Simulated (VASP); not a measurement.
# V (P6/mmm) in VASP: single point with PBE

Aim: the single point of V with PBE.

All numbers are computed with VASP 6.6.1; they aren't measurements. Logs are shortened: lines on timing, memory, paths and dates and some standing lists are left out, and cuts for length are marked.

**1. The cell of the first run**

It takes space group P6/mmm (No. 191, hexagonal). Conventional cell: a = 4.453 Å, b = 4.453 Å, c = 2.387 Å, α = 90.00°, β = 90.00°, γ = 120.00°. Within 3.2 Å of V (site symmetry 6/mmm) lie 14 V at 2.39 to 2.83 Å. Within 3.2 Å of V (site symmetry -6m2) lie 11 V at 2.39 to 2.83 Å.

This isn't the form of V at room conditions, which is bcc.

**2. Single point, PBE, collinear spin, ferromagnetic start**

INCAR

```
SYSTEM = V
PREC     = Accurate       ! precision mode
ENCUT    = 520            ! plane-wave cutoff, eV
EDIFF    = 1E-7           ! SCF threshold, eV
ISMEAR   = -1             ! smearing method
SIGMA    = 0.05           ! smearing width, eV
LREAL    = .False.        ! projectors in reciprocal space
LASPH    = .True.         ! aspherical terms in the spheres
NELM     = 150            ! most SCF steps
ALGO     = Normal         ! electronic algorithm
ISIF     = 2              ! what is computed and relaxed
LWAVE    = .False.        ! write WAVECAR
LCHARG   = .True.         ! write CHGCAR
ISPIN    = 2              ! spin polarisation
MAGMOM   = 1 1 1          ! initial moments
LORBIT   = 11             ! projections on sites
LMAXMIX  = 4              ! l up to which the mixer works
GGA      = PE             ! functional
LELF     = .True.         ! ELF
LVHAR    = .True.       
NBANDS   = 30             ! bands
```

KPOINTS

```
Automatic mesh
0
Gamma
  11 11 17
  0 0 0
```

POSCAR

```
V
1.0
    4.4534301853      0.0000000000      0.0000000000
   -2.2267150927      3.8567836745      0.0000000000
    0.0000000000      0.0000000000      2.3867937410
V
3
Direct
    1.0000000000      1.0000000000      0.0000000000
    0.3333333333      0.6666666667      0.5000000000
    0.6666666667      0.3333333333      0.5000000000
```

Potentials or basis: VASP PAW PBE potentials, release 64 (V_sv).

Command:

```
> cat potpaw_PBE.64/V_sv/POTCAR > POTCAR
> mpirun -np 1 vasp_std > vasp.out
```

OUTCAR:

```text
SYSTEM = V
   PREC = Accurate
   ENCUT = 520
   EDIFF = 1E-7
   ISMEAR = -1
   LREAL = .False.
   LASPH = .True.
   NELM = 150
   ISIF = 2
   ISPIN = 2
   LORBIT = 11
   GGA = PE

 ion  position               nearest neighbor table
   1  0.000  0.000  0.000-   2 2.83   3 2.83   2 2.83   3 2.83   3 2.83   3 2.83   2 2.83   2 2.83
                             3 2.83   3 2.83   2 2.83   2 2.83
   2  0.333  0.667  0.500-   3 2.57   3 2.57   3 2.57   1 2.83   1 2.83   1 2.83   1 2.83   1 2.83
                             1 2.83
   3  0.667  0.333  0.500-   2 2.57   2 2.57   2 2.57   1 2.83   1 2.83   1 2.83   1 2.83   1 2.83
                             1 2.83

  LATTYP: Found a hexagonal cell.
 ALAT       =     4.4534301853
 C/A-ratio  =     0.5359450225

  Lattice vectors:

 A1 = (   4.4534301853,   0.0000000000,   0.0000000000)
 A2 = (  -2.2267150927,   3.8567836745,   0.0000000000)
 A3 = (   0.0000000000,   0.0000000000,   2.3867937410)

Analysis of symmetry for initial positions (statically):
=====================================================================
 Subroutine PRICEL returns:
 Original cell was already a primitive cell.

 Routine SETGRP: Setting up the symmetry group for a
 hexagonal supercell.

 Subroutine GETGRP returns: Found 24 space group operations
 (whereof 24 operations were pure point group operations)
 out of a pool of 24 trial point group operations.

The static configuration has the point symmetry D_6h.

Analysis of symmetry for dynamics (positions and initial velocities):
=====================================================================
 Subroutine PRICEL returns:
 Original cell was already a primitive cell.

 Routine SETGRP: Setting up the symmetry group for a
 hexagonal supercell.

 Subroutine GETGRP returns: Found 24 space group operations
 (whereof 24 operations were pure point group operations)
 out of a pool of 24 trial point group operations.

The dynamic configuration has the point symmetry D_6h.

Analysis of structural, dynamic, and magnetic symmetry:
=====================================================================
 Subroutine PRICEL returns:
 Original cell was already a primitive cell.

 Routine SETGRP: Setting up the symmetry group for a
 hexagonal supercell.

 Subroutine GETGRP returns: Found 24 space group operations
 (whereof 24 operations were pure point group operations)
 out of a pool of 24 trial point group operations.

The overall configuration has the point symmetry D_6h.

 Subroutine INISYM returns: Found 24 space group operations
 (whereof 24 operations are pure point group operations),
 and found     1 'primitive' translations

----------------------------------------------------------------------------------------

                                     Primitive cell

  volume of cell :      40.9954

  direct lattice vectors                    reciprocal lattice vectors
     4.453430185  0.000000000  0.000000000     0.224546015  0.129641702  0.000000000
    -2.226715093  3.856783674  0.000000000     0.000000000  0.259283404  0.000000000
     0.000000000  0.000000000  2.386793741     0.000000000  0.000000000  0.418972106

  length of vectors
     4.453430185  4.453430185  2.386793741     0.259283404  0.259283404  0.418972106

  position of ions in fractional coordinates (direct lattice)
     0.000000000  0.000000000  0.000000000
     0.333333333  0.666666667  0.500000000
     0.666666667  0.333333333  0.500000000

  ion indices of the primitive-cell ions
   primitive index   ion index
                 1           1
                 2           2
                 3           3

----------------------------------------------------------------------------------------

 KPOINTS: Automatic mesh

Automatic generation of k-mesh.
 Grid dimensions read from file:
 generate k-points for:   11   11   17

 Generating k-lattice:

  Cartesian coordinates                     Fractional coordinates (reciprocal lattice)
     0.020413274  0.011785609  0.000000000     0.090909091 -0.000000000  0.000000000
     0.000000000  0.023571219  0.000000000     0.000000000  0.090909091  0.000000000
     0.000000000  0.000000000  0.024645418     0.000000000  0.000000000  0.058823529

  Length of vectors
     0.023571219  0.023571219  0.024645418

  Shift w.r.t. Gamma in fractional coordinates (k-lattice)
     0.000000000  0.000000000  0.000000000

 Subroutine IBZKPT returns following result:
 ===========================================

 Found    144 irreducible k-points:

 Following reciprocal coordinates:
            Coordinates               Weight
  0.000000  0.000000  0.000000      1.000000
  0.090909  0.000000  0.000000      6.000000
  0.181818  0.000000  0.000000      6.000000
  0.272727  0.000000  0.000000      6.000000
  0.363636 -0.000000  0.000000      6.000000
  0.454545  0.000000  0.000000      6.000000
[... 16 lines left out ...]
  0.090909  0.090909  0.058824     12.000000
  0.181818  0.090909  0.058824     24.000000
 [... further k-points ...]
   k-points           NKPTS =    144   k-points in BZ     NKDIM =    144   number of bands    NBANDS=     30
   number of dos      NEDOS =    301   number of ions     NIONS =      3
   total plane-waves  NPLWV =  23328
   dimension x,y,z NGX =    36 NGY =   36 NGZ =   18
   dimension x,y,z NGXF=    72 NGYF=   72 NGZF=   36
   ions per type =               3
   NGX,Y,Z   is equivalent  to a cutoff of  13.44, 13.44, 12.54 a.u.
   NGXF,Y,Z  is equivalent  to a cutoff of  26.88, 26.88, 25.07 a.u.
 SYSTEM =  V
   PREC   = accura    normal or accurate (medium, high low for compatibility)
   ISTART =      0    job   : 0-new  1-cont  2-samecut
   ICHARG =      2    charge: 1-file 2-atom 10-const
   ISPIN  =      2    spin polarized calculation?
   LNONCOLLINEAR =      F non collinear calculations
   LSORBIT =      F    spin-orbit coupling
   LASPH  =      T    aspherical Exc in radial PAW
   ENCUT  =  520.0 eV  38.22 Ry    6.18 a.u.   8.28  8.28  4.44*2*pi/ulx,y,z
   NELM   =    150;   NELMIN=  2; NELMDL= -5     # of ELM steps
   EDIFF  = 0.1E-06   stopping-criterion for ELM
   LREAL  =      F    real-space projection
   EDIFFG = 0.1E-05   stopping-criterion for IOM
   NSW    =      0    number of steps for IOM
   IBRION =     -1    ionic relax: 0-MD 1-quasi-New 2-CG
   NFREE  =      0    steps in history (QN), initial steepest desc. (CG)
   ISIF   =      2    stress and relaxation
   ISYM   =      2    0-nonsym 1-usesym 2-fastsym
   POTIM  = 0.5000    time-step for ionic-motion
   TEBEG  =    0.0;   TEEND  =   0.0 temperature during run
   PSTRESS=    0.0 pullay stress
   NELECT =      39.0000    total number of electrons
   NUPDOWN=      -1.0000    fix difference up-down
   EMIN   =  10.00;   EMAX   =-10.00  energy-range for DOS
   EFERMI =   0.00;   METHOD = LEGACY
   ISMEAR =    -1;   SIGMA  =   0.05  broadening in eV -4-tet -1-fermi 0-gaus
   EFERMI_NEDOS =   21; number of points for ismear=-14 and -15
   IALGO  =     38    algorithm
   IMIX   =      4    mixing-type and parameters
     AMIX     =   0.40;   BMIX     =  1.00
     AMIX_MAG =   1.60;   BMIX_MAG =  1.00
  volume/ion in A,a.u.               =      13.67        92.22
  Fermi-wavevector in a.u.,A,eV,Ry     =   1.610095  3.042638 35.271812  2.592405
  Thomas-Fermi vector in A             =   2.705700
   LORBIT       =     11    0 simple, 1 ext, 2 COOP (PROOUT), +10 PAW based schemes
   GGA     = PE    functional components
   LHFCALC =     F    Hartree Fock is set to
   AEXX    =    0.0000 exact exchange contribution
   IVDW    =     0    specifies the selected vdW correction
   LEPSILON=     F    determine dielectric tensor
   LRPA    =     F    only Hartree local field effects (RPA)
 spin polarized calculation
  energy-cutoff  :      520.00
  volume of cell :       41.00
 maximum number of plane-waves:      1121
 NGX is ok and might be reduce to    36
   NGX = 17   NGY = 17   NGZ =  9

 number of electron      38.9999992 magnetization      -0.0009241

 number of electron      38.9999992 magnetization       0.0000854

 Free energy of the ion-electron system (eV)
  ---------------------------------------------------
  ext. energy  EPLUGINS =         0.00000000
  ---------------------------------------------------
  free energy    TOTEN  =       -26.59576232 eV

  energy without entropy =      -26.56288153  energy(sigma->0) =      -26.57932193

 E-fermi :   9.7122     XC(G=0): -12.8076

 val. band max:        9.7041560748   @ k =   0.3636  -0.0000   0.1765
 cond. band min:       9.7137364871   @ k =   0.0909   0.0909   0.1765
 fundamental gap:      0.0095804123
 Fermi energy:         9.7122002268

 spin component 1

 k-point     1 :       0.0000    0.0000    0.0000
  band No.  band energies     occupation
      1     -54.2408      1.00000
      2     -54.1050      1.00000
      3     -54.0499      1.00000
      4     -28.2158      1.00000
      5     -28.2158      1.00000
      6     -28.1106      1.00000
[... 781 lines left out ...]
     29      14.5674      0.00000
     30      14.7747      0.00000

 [... further k-points ...]

 spin component 2

 k-point     1 :       0.0000    0.0000    0.0000
  band No.  band energies     occupation
      1     -54.2407      1.00000
      2     -54.1050      1.00000
      3     -54.0499      1.00000
      4     -28.2158      1.00000
      5     -28.2158      1.00000
      6     -28.1106      1.00000
[... 781 lines left out ...]
     29      14.5674      0.00000
     30      14.7747      0.00000

 [... further k-points ...]

------------------------ aborting loop because EDIFF is reached ----------------------------------------

  FORCE on cell =-STRESS in cart. coord.  units (eV):
  Direction    XX          YY          ZZ          XY          YZ          ZX
  --------------------------------------------------------------------------------------
  -------------------------------------------------------------------------------------
  Total        0.0080651      0.0080651      0.1194576     -0.0000000     -0.0000000      0.0000000
  in kB        0.3151995      0.3151995      4.6686318     -0.0000000     -0.0000000      0.0000000
  external PRESSURE =       1.7663436 kB  Pullay stress =       0.0000000 kB

 VOLUME and BASIS-vectors are now :
 -----------------------------------------------------------------------------
  energy-cutoff  :      520.00
  volume of cell :       41.00
      direct lattice vectors                 reciprocal lattice vectors
     4.453430185  0.000000000  0.000000000     0.224546015  0.129641702  0.000000000
    -2.226715093  3.856783674  0.000000000     0.000000000  0.259283404  0.000000000
     0.000000000  0.000000000  2.386793741     0.000000000  0.000000000  0.418972106

 POSITION                                       TOTAL-FORCE (eV/Angst)
 -----------------------------------------------------------------------------------
      0.00000      0.00000      0.00000        -0.000000      0.000000      0.000000
     -0.00000      2.57119      1.19340        -0.000000      0.000000     -0.000000
      2.22672      1.28559      1.19340         0.000000     -0.000000      0.000000
 -----------------------------------------------------------------------------------
    total drift:                                0.000000      0.000000     -0.000000

  FREE ENERGIE OF THE ION-ELECTRON SYSTEM (eV)
  ---------------------------------------------------
  free  energy   TOTEN  =       -26.5957623196 eV

  energy  without entropy=      -26.5628815341  energy(sigma->0) =      -26.57932193

 total charge

# of ion       s       p       d       tot
------------------------------------------
    1        2.333   6.232   3.056  11.620
    2        2.340   6.210   3.130  11.680
    3        2.340   6.210   3.130  11.680
--------------------------------------------------
tot          7.013  18.652   9.315  34.980

 magnetization (x)

# of ion       s       p       d       tot
------------------------------------------
    1       -0.000   0.000   0.000   0.000
    2        0.000   0.000   0.000   0.000
    3        0.000   0.000   0.000   0.000
--------------------------------------------------
tot          0.000   0.000   0.000   0.000
```

It took 4.4 min on 1 thread of Intel Xeon Platinum 8488C (Sapphire Rapids), shared host; peak memory 0.34 GiB.

Results:

```
Free energy                                           : -26.5958 eV
Pressure                                              : 0.2 GPa
Net moment                                            : 0.00 μB per cell
Valence electrons inside the program's atomic spheres : V 11.62, 11.68 (each value once)
```

Caveat: the moments typed at the start vanished in this run.
